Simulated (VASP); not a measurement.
# HfO2 (Fm-3m) in VASP: a series of runs

The runs below take HfO2 through single point, with PBE, r2SCAN.

Everything below comes from runs of VASP 6.6.1. Logs are shortened: lines on timing, memory, paths and dates and some standing lists are left out, and cuts for length are marked.

### Step 1. The cell of the first run

Symmetry: Fm-3m, No. 225, cubic system. The conventional cell has a = 5.058 Å, b = 5.058 Å, c = 5.058 Å, α = 90.00°, β = 90.00°, γ = 90.00°. Hf (site symmetry m-3m) has 8 O at 2.19 Å within 2.9 Å. Within 2.9 Å of O (site symmetry -43m) lie 4 Hf at 2.19 Å and 6 O at 2.53 Å.

### Step 2. Single point, PBE

Input file INCAR:

```
SYSTEM = HfO2
ALGO     = Normal         ! electronic algorithm
EDIFF    = 1E-7           ! SCF threshold, eV
ENCUT    = 520            ! plane-wave cutoff, eV
GGA      = PE             ! functional
ISIF     = 2              ! what is computed and relaxed
ISMEAR   = 0              ! smearing method
LASPH    = .TRUE.         ! aspherical terms in the spheres
LCHARG   = .FALSE.        ! write CHGCAR
LREAL    = .FALSE.        ! projectors in reciprocal space
LWAVE    = .FALSE.        ! write WAVECAR
NBANDS   = 18             ! bands
NELM     = 60             ! most SCF steps
PREC     = Accurate       ! precision mode
SIGMA    = 0.01           ! smearing width, eV
```

Input file KPOINTS:

```
k-points
0
G
  6 6 6
  0 0 0
```

Input file POSCAR:

```
HfO2
1.0
    0.0000000000      2.5291823180      2.5291823180
    2.5291823180      0.0000000000      2.5291823180
    2.5291823180      2.5291823180      0.0000000000
Hf O
1 2
Direct
    0.0000000000      0.0000000000      0.0000000000
    0.2500000000      0.2500000000      0.2500000000
    0.7500000000      0.7500000000      0.7500000000
```

Potentials or basis: VASP PAW PBE potentials, release 64 (Hf_pv, O).

On the command line:

```
> cat potpaw_PBE.64/Hf_pv/POTCAR potpaw_PBE.64/O/POTCAR > POTCAR
> mpirun -np 1 vasp_std > vasp.out
```

OUTCAR:

```text
SYSTEM = HfO2
   EDIFF = 1E-7
   ENCUT = 520
   GGA = PE
   ISIF = 2
   ISMEAR = 0
   LASPH = .TRUE.
   LREAL = .FALSE.
   NELM = 60
   PREC = Accurate

 ion  position               nearest neighbor table
   1  0.000  0.000  0.000-   3 2.19   3 2.19   3 2.19   2 2.19   3 2.19   2 2.19   2 2.19   2 2.19

   2  0.250  0.250  0.250-   1 2.19   1 2.19   1 2.19   1 2.19
   3  0.750  0.750  0.750-   1 2.19   1 2.19   1 2.19   1 2.19

  LATTYP: Found a face centered cubic cell.
 ALAT       =     5.0583646360

  Lattice vectors:

 A1 = (   0.0000000000,   2.5291823180,   2.5291823180)
 A2 = (   2.5291823180,   0.0000000000,   2.5291823180)
 A3 = (   2.5291823180,   2.5291823180,   0.0000000000)

Analysis of symmetry for initial positions (statically):
=====================================================================
 Subroutine PRICEL returns:
 Original cell was already a primitive cell.

 Routine SETGRP: Setting up the symmetry group for a
 face centered cubic supercell.

 Subroutine GETGRP returns: Found 48 space group operations
[... 9 lines left out ...]

 Routine SETGRP: Setting up the symmetry group for a
 face centered cubic supercell.

 Subroutine GETGRP returns: Found 48 space group operations
[... 11 lines left out ...]
                                     Primitive cell

  volume of cell :      32.3572

  direct lattice vectors                    reciprocal lattice vectors
     0.000000000  2.529182318  2.529182318    -0.197692352  0.197692352  0.197692352
     2.529182318  0.000000000  2.529182318     0.197692352 -0.197692352  0.197692352
     2.529182318  2.529182318  0.000000000     0.197692352  0.197692352 -0.197692352

  length of vectors
     3.576803936  3.576803936  3.576803936     0.342413197  0.342413197  0.342413197

  position of ions in fractional coordinates (direct lattice)
     0.000000000  0.000000000  0.000000000
     0.250000000  0.250000000  0.250000000
     0.750000000  0.750000000  0.750000000

  ion indices of the primitive-cell ions
   primitive index   ion index
                 1           1
                 2           2
                 3           3

----------------------------------------------------------------------------------------

 KPOINTS: k-points

Automatic generation of k-mesh.
 Grid dimensions read from file:
 generate k-points for:    6    6    6

 Generating k-lattice:

  Cartesian coordinates                     Fractional coordinates (reciprocal lattice)
    -0.032948725  0.032948725  0.032948725     0.166666667  0.000000000  0.000000000
     0.032948725 -0.032948725  0.032948725     0.000000000  0.166666667  0.000000000
     0.032948725  0.032948725 -0.032948725     0.000000000  0.000000000  0.166666667

  Length of vectors
     0.057068866  0.057068866  0.057068866

  Shift w.r.t. Gamma in fractional coordinates (k-lattice)
     0.000000000  0.000000000  0.000000000

 Subroutine IBZKPT returns following result:
 ===========================================

 Found     16 irreducible k-points:

 Following reciprocal coordinates:
            Coordinates               Weight
  0.000000  0.000000  0.000000      1.000000
  0.166667  0.000000  0.000000      8.000000
  0.333333  0.000000  0.000000      8.000000
  0.500000  0.000000  0.000000      4.000000
  0.166667  0.166667  0.000000      6.000000
  0.333333  0.166667  0.000000     24.000000
[... 8 lines left out ...]
 -0.333333  0.333333  0.166667     24.000000
 -0.333333  0.500000  0.166667     12.000000
   k-points           NKPTS =     16   k-points in BZ     NKDIM =     16   number of bands    NBANDS=     18
   number of dos      NEDOS =    301   number of ions     NIONS =      3
   total plane-waves  NPLWV =  21952
   dimension x,y,z NGX =    28 NGY =   28 NGZ =   28
   dimension x,y,z NGXF=    56 NGYF=   56 NGZF=   56
   ions per type =               1   2
   NGX,Y,Z   is equivalent  to a cutoff of  13.01, 13.01, 13.01 a.u.
   NGXF,Y,Z  is equivalent  to a cutoff of  26.03, 26.03, 26.03 a.u.
 SYSTEM =  HfO2
   PREC   = accura    normal or accurate (medium, high low for compatibility)
   ISTART =      0    job   : 0-new  1-cont  2-samecut
   ICHARG =      2    charge: 1-file 2-atom 10-const
   ISPIN  =      1    spin polarized calculation?
   LNONCOLLINEAR =      F non collinear calculations
   LSORBIT =      F    spin-orbit coupling
   LASPH  =      T    aspherical Exc in radial PAW
   ENCUT  =  520.0 eV  38.22 Ry    6.18 a.u.   6.65  6.65  6.65*2*pi/ulx,y,z
   NELM   =     60;   NELMIN=  2; NELMDL= -5     # of ELM steps
   EDIFF  = 0.1E-06   stopping-criterion for ELM
   LREAL  =      F    real-space projection
   EDIFFG = 0.1E-05   stopping-criterion for IOM
   NSW    =      0    number of steps for IOM
   IBRION =     -1    ionic relax: 0-MD 1-quasi-New 2-CG
   NFREE  =      0    steps in history (QN), initial steepest desc. (CG)
   ISIF   =      2    stress and relaxation
   ISYM   =      2    0-nonsym 1-usesym 2-fastsym
   POTIM  = 0.5000    time-step for ionic-motion
   TEBEG  =    0.0;   TEEND  =   0.0 temperature during run
   PSTRESS=    0.0 pullay stress
   NELECT =      22.0000    total number of electrons
   NUPDOWN=      -1.0000    fix difference up-down
   EMIN   =  10.00;   EMAX   =-10.00  energy-range for DOS
   EFERMI =   0.00;   METHOD = LEGACY
   ISMEAR =     0;   SIGMA  =   0.01  broadening in eV -4-tet -1-fermi 0-gaus
   EFERMI_NEDOS =   21; number of points for ismear=-14 and -15
   IALGO  =     38    algorithm
   IMIX   =      4    mixing-type and parameters
     AMIX     =   0.40;   BMIX     =  1.00
     AMIX_MAG =   1.60;   BMIX_MAG =  1.00
  volume/ion in A,a.u.               =      10.79        72.79
  Fermi-wavevector in a.u.,A,eV,Ry     =   1.439546  2.720348 28.195259  2.072293
  Thomas-Fermi vector in A             =   2.558390
   LORBIT       =      0    0 simple, 1 ext, 2 COOP (PROOUT), +10 PAW based schemes
   GGA     = PE    functional components
   LHFCALC =     F    Hartree Fock is set to
   AEXX    =    0.0000 exact exchange contribution
   IVDW    =     0    specifies the selected vdW correction
   LEPSILON=     F    determine dielectric tensor
   LRPA    =     F    only Hartree local field effects (RPA)
 non-spin polarized calculation
 Gauss-broadening in eV      SIGMA  =   0.01
  energy-cutoff  :      520.00
  volume of cell :       32.36
 maximum number of plane-waves:       893
 NGX is ok and might be reduce to    28
   NGX = 13   NGY = 13   NGZ = 13

 number of electron      21.9999992 magnetization

 Free energy of the ion-electron system (eV)
  ---------------------------------------------------
  ext. energy  EPLUGINS =         0.00000000
  ---------------------------------------------------
  free energy    TOTEN  =       -30.24599619 eV

  energy without entropy =      -30.24599619  energy(sigma->0) =      -30.24599619

 E-fermi :   4.4049     XC(G=0): -11.8754

 val. band max:        4.3384137074   @ k =   0.5000   0.5000   0.0000
 cond. band min:       8.1587319985   @ k =   0.5000   0.5000   0.0000
 fundamental gap:      3.8203182911
 Fermi energy:         4.4048816032

 k-point     1 :       0.0000    0.0000    0.0000
  band No.  band energies     occupation
      1     -25.3168      2.00000
      2     -25.3168      2.00000
      3     -25.3168      2.00000
      4     -14.4372      2.00000
      5     -11.3693      2.00000
      6      -1.0464      2.00000
[... 10 lines left out ...]
     17      14.8480      0.00000
     18      17.8700      0.00000

 k-point     2 :       0.1667    0.0000    0.0000
  band No.  band energies     occupation
      1     -25.4350      2.00000
      2     -25.3297      2.00000
      3     -25.3297      2.00000
      4     -14.0763      2.00000
      5     -11.6540      2.00000
      6      -0.7858      2.00000
[... 10 lines left out ...]
     17      14.4147      0.00000
     18      17.7197      0.00000

 k-point     3 :       0.3333    0.0000    0.0000
  band No.  band energies     occupation
      1     -25.6577      2.00000
      2     -25.3553      2.00000
      3     -25.3553      2.00000
      4     -13.4089      2.00000
      5     -12.0477      2.00000
      6      -0.2542      2.00000
[... 10 lines left out ...]
     17      13.9812      0.00000
     18      16.6083      0.00000

 k-point     4 :       0.5000    0.0000    0.0000
  band No.  band energies     occupation
      1     -25.7630      2.00000
      2     -25.3680      2.00000
      3     -25.3680      2.00000
      4     -13.1929      2.00000
      5     -12.0686      2.00000
      6      -0.0032      2.00000
[... 10 lines left out ...]
     17      13.7943      0.00000
     18      16.9917      0.00000

 k-point     5 :       0.1667    0.1667    0.0000
  band No.  band energies     occupation
      1     -25.4445      2.00000
      2     -25.3487      2.00000
      3     -25.3487      2.00000
      4     -13.9430      2.00000
      5     -11.7525      2.00000
      6      -0.7405      2.00000
[... 10 lines left out ...]
     17      14.2445      0.00000
     18      17.7109      0.00000

 k-point     6 :       0.3333    0.1667    0.0000
  band No.  band energies     occupation
      1     -25.6057      2.00000
      2     -25.3881      2.00000
      3     -25.3774      2.00000
      4     -13.3243      2.00000
      5     -12.1291      2.00000
      6      -0.3438      2.00000
[... 10 lines left out ...]
     17      14.1929      0.00000
     18      17.4793      0.00000

 k-point     7 :       0.5000    0.1667    0.0000
  band No.  band energies     occupation
      1     -25.7200      2.00000
      2     -25.4414      2.00000
      3     -25.3870      2.00000
      4     -12.9682      2.00000
      5     -12.2078      2.00000
      6      -0.4359      2.00000
[... 10 lines left out ...]
     17      14.8380      0.00000
     18      17.2720      0.00000

 k-point     8 :      -0.3333    0.1667    0.0000
  band No.  band energies     occupation
      1     -25.6834      2.00000
      2     -25.4536      2.00000
      3     -25.3682      2.00000
      4     -13.0365      2.00000
      5     -12.2147      2.00000
      6      -0.5233      2.00000
[... 10 lines left out ...]
     17      14.9346      0.00000
     18      17.1454      0.00000

 k-point     9 :      -0.1667    0.1667    0.0000
  band No.  band energies     occupation
      1     -25.5460      2.00000
      2     -25.3952      2.00000
      3     -25.3395      2.00000
      4     -13.5841      2.00000
      5     -11.9785      2.00000
      6      -0.6745      2.00000
[... 10 lines left out ...]
     17      14.2012      0.00000
     18      17.5093      0.00000

 k-point    10 :       0.3333    0.3333    0.0000
  band No.  band energies     occupation
      1     -25.6799      2.00000
      2     -25.4121      2.00000
      3     -25.4121      2.00000
      4     -12.8583      2.00000
      5     -12.3958      2.00000
      6      -1.0083      2.00000
[... 10 lines left out ...]
     17      14.0113      0.00000
     18      17.8349      0.00000

 k-point    11 :       0.5000    0.3333    0.0000
  band No.  band energies     occupation
      1     -25.7289      2.00000
      2     -25.4832      2.00000
      3     -25.4248      2.00000
      4     -12.5976      2.00000
      5     -12.4040      2.00000
      6      -1.5805      2.00000
[... 10 lines left out ...]
     17      16.1688      0.00000
     18      17.8354      0.00000

 k-point    12 :      -0.3333    0.3333    0.0000
  band No.  band energies     occupation
      1     -25.6338      2.00000
      2     -25.6039      2.00000
      3     -25.4030      2.00000
      4     -12.6436      2.00000
      5     -12.3528      2.00000
      6      -1.1031      2.00000
[... 10 lines left out ...]
     17      16.3896      0.00000
     18      17.7649      0.00000

 k-point    13 :       0.5000    0.5000    0.0000
  band No.  band energies     occupation
      1     -25.7889      2.00000
      2     -25.4435      2.00000
      3     -25.4435      2.00000
      4     -12.6740      2.00000
      5     -12.2365      2.00000
      6      -2.1741      2.00000
[... 10 lines left out ...]
     17      17.6584      0.00000
     18      17.8177      0.00000

 k-point    14 :       0.5000    0.3333    0.1667
  band No.  band energies     occupation
      1     -25.6658      2.00000
      2     -25.4872      2.00000
      3     -25.3982      2.00000
      4     -12.7914      2.00000
      5     -12.3798      2.00000
      6      -0.6644      2.00000
[... 10 lines left out ...]
     17      15.3354      0.00000
     18      17.7598      0.00000

 k-point    15 :      -0.3333    0.3333    0.1667
  band No.  band energies     occupation
      1     -25.6654      2.00000
      2     -25.5587      2.00000
      3     -25.4167      2.00000
      4     -12.6401      2.00000
      5     -12.3568      2.00000
      6      -0.6536      2.00000
[... 10 lines left out ...]
     17      16.2123      0.00000
     18      17.7376      0.00000

 k-point    16 :      -0.3333    0.5000    0.1667
  band No.  band energies     occupation
      1     -25.7053      2.00000
      2     -25.5327      2.00000
      3     -25.4452      2.00000
      4     -12.5603      2.00000
      5     -12.3420      2.00000
      6      -1.5639      2.00000
[... 10 lines left out ...]
     17      17.4880      0.00000
     18      17.8378      0.00000

------------------------ aborting loop because EDIFF is reached ----------------------------------------

  FORCE on cell =-STRESS in cart. coord.  units (eV):
  Direction    XX          YY          ZZ          XY          YZ          ZX
  --------------------------------------------------------------------------------------
  -------------------------------------------------------------------------------------
  Total        0.4308871      0.4308871      0.4308871      0.0000000      0.0000000     -0.0000000
  in kB       21.3355417     21.3355417     21.3355417      0.0000000      0.0000000     -0.0000000
  external PRESSURE =      21.3355417 kB  Pullay stress =       0.0000000 kB

 VOLUME and BASIS-vectors are now :
 -----------------------------------------------------------------------------
  energy-cutoff  :      520.00
  volume of cell :       32.36
      direct lattice vectors                 reciprocal lattice vectors
     0.000000000  2.529182318  2.529182318    -0.197692352  0.197692352  0.197692352
     2.529182318  0.000000000  2.529182318     0.197692352 -0.197692352  0.197692352
     2.529182318  2.529182318  0.000000000     0.197692352  0.197692352 -0.197692352

 POSITION                                       TOTAL-FORCE (eV/Angst)
 -----------------------------------------------------------------------------------
      0.00000      0.00000      0.00000        -0.000000      0.000000     -0.000000
      1.26459      1.26459      1.26459         0.000000      0.000000      0.000000
      3.79377      3.79377      3.79377        -0.000000     -0.000000     -0.000000
 -----------------------------------------------------------------------------------
    total drift:                                0.000000      0.000000      0.000000

  FREE ENERGIE OF THE ION-ELECTRON SYSTEM (eV)
  ---------------------------------------------------
  free  energy   TOTEN  =       -30.2459961949 eV

  energy  without entropy=      -30.2459961949  energy(sigma->0) =      -30.24599619
```

Run time: 6.4 s. Hardware: 1 thread of Intel Xeon 6975P-C (Granite Rapids), shared host; peak memory 0.16 GiB.

Results:

| Quantity | Value |
| --- | --- |
| Free energy | -30.2460 eV |
| Pressure | 2.1 GPa |
| Band gap on the k mesh | 3.82 eV, direct |

Caveat: spin-orbit coupling is left out, which moves the levels of the heavy elements.

### Step 3. Single point, PBE

Input file INCAR:

```
PREC = Accurate
ENCUT = 520
EDIFF = 1E-6
ISMEAR = 0
SIGMA = 0.01
LREAL = False
LASPH = True
NELM = 100
ALGO = Normal
ISIF = 2
LWAVE = False
LCHARG = False
GGA = PE
NBANDS = 18
```

Input file KPOINTS:

```
Automatic mesh
0
Gamma
  6 6 6
```

POSCAR is that of step 2.

Potentials or basis: VASP PAW PBE potentials, release 64 (Hf_pv, O).

On the command line:

```
> cat potpaw_PBE.64/Hf_pv/POTCAR potpaw_PBE.64/O/POTCAR > POTCAR
> mpirun -np 1 vasp_std > vasp.out
```

It took 5.8 s on 1 thread of Intel Xeon 6975P-C (Granite Rapids), shared host; peak memory 0.16 GiB.

It converged, with:

```yaml
Free_energy: -30.2460 eV
Pressure: 2.1 GPa
Band_gap_on_the_k_mesh: 3.82 eV, direct
```

Levels at points of the mesh, in eV from the valence-band top:
```
           k point  band 9  band 10  band 11  band 12  band 13  band 14
(0.00, 0.00, 0.00)   -0.61    -0.61    -0.61     3.90     3.90     5.89
(0.50, 0.00, 0.00)   -2.74    -1.84    -1.84     4.63     4.63     7.05
(0.50, 0.50, 0.00)   -1.54    -1.54     0.00     3.82     5.54     6.70
```

Caveat: spin-orbit coupling is left out, which moves the levels of the heavy elements. A k mesh can miss the band edges.

(Part 1 of 2 ends here.)
